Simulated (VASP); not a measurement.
The system is B2Te3.

```
B Te
1.0
     3.77137    0.00000    0.00000
    -1.88568    3.26610    0.00000
    -1.88568    1.08870    8.86197
B Te
2 3
Direct
  0.60000 0.40000 0.80000
  0.40000 0.60000 0.20000
  0.78900 0.21100 0.36700
  0.21100 0.78900 0.63300
  0.00000 0.00000 0.00000
```

| Property | Result |
| --- | --- |
| Program | VASP 6.6.1 |
| Task | relaxation of cell and atoms |
| Functional | PBE |
| Potentials or basis | VASP PAW PBE potentials, release 64 (B, Te) |
| Cutoff | 500 eV |
| k mesh | 6 × 6 × 6 |
| Occupations | fermi-dirac, width 0.0148 eV |
| Spin | no spin polarisation |

At the start: pressure -8.0 GPa; volume 21.83 Å³/atom.

Where does the relaxation end?

Over 31 steps the energy falls by 281.1 meV/atom and the volume is 21.51 Å³/atom (-1.5 %); space group R-3m (No. 166, to 0.05 Å).

The path:
```csv
step,energy change (eV),largest force (eV/Å),pressure (GPa),volume (Å³)
1,0.0000,1.9309,-8.03,109.16
2,-0.7062,1.2024,3.02,92.75
3,-0.7074,1.2460,2.52,93.20
4,-0.8596,0.5636,1.91,94.72
5,-0.9016,0.3390,1.70,96.08
6,-0.9821,0.2978,-1.28,99.90
7,-1.0062,0.5463,-3.23,102.99
8,-1.0433,0.5714,-3.36,103.39
9,-1.1543,0.7242,-3.68,104.53
10,-1.2373,1.1357,-3.68,106.41
11,-1.2386,1.0285,-3.74,105.99
12,-1.3254,0.7188,-1.43,103.57
13,-1.3496,0.4395,0.68,101.68
14,-1.3497,0.4187,0.84,101.55
15,-1.3641,0.2780,0.79,102.01
16,-1.3743,0.1012,0.72,102.97
17,-1.3745,0.0853,0.73,102.86
18,-1.3793,0.0938,0.08,103.89
19,-1.3804,0.1532,-0.47,104.79
20,-1.3847,0.1546,-0.40,105.04
21,-1.3918,0.1500,-0.16,105.78
22,-1.3924,0.1493,-0.07,106.02
23,-1.3956,0.0971,0.27,106.13
24,-1.3958,0.1181,0.38,106.17
25,-1.3979,0.0981,-0.14,107.17
26,-1.3980,0.0953,-0.21,107.32
27,-1.4002,0.0648,-0.26,107.47
28,-1.4031,0.1179,-0.38,107.92
29,-1.4045,0.0713,-0.10,107.67
30,-1.4050,0.0262,0.16,107.44
31,-1.4053,0.0127,0.11,107.57
```

Final structure:
```
CELL_PARAMETERS angstrom
3.51523 0.00000 0.00000
-1.75761 3.04428 0.00000
-1.75761 1.01476 10.05170
ATOMIC_POSITIONS crystal
B 0.60614 0.39386 0.81842
B 0.39386 0.60614 0.18158
Te 0.76736 0.23264 0.30209
Te 0.23264 0.76736 0.69791
Te 0.00000 0.00000 0.00000
```

Caveat: this functional lacks dispersion, which binds the layers, so the pressure and a relaxed spacing across them are unreliable.
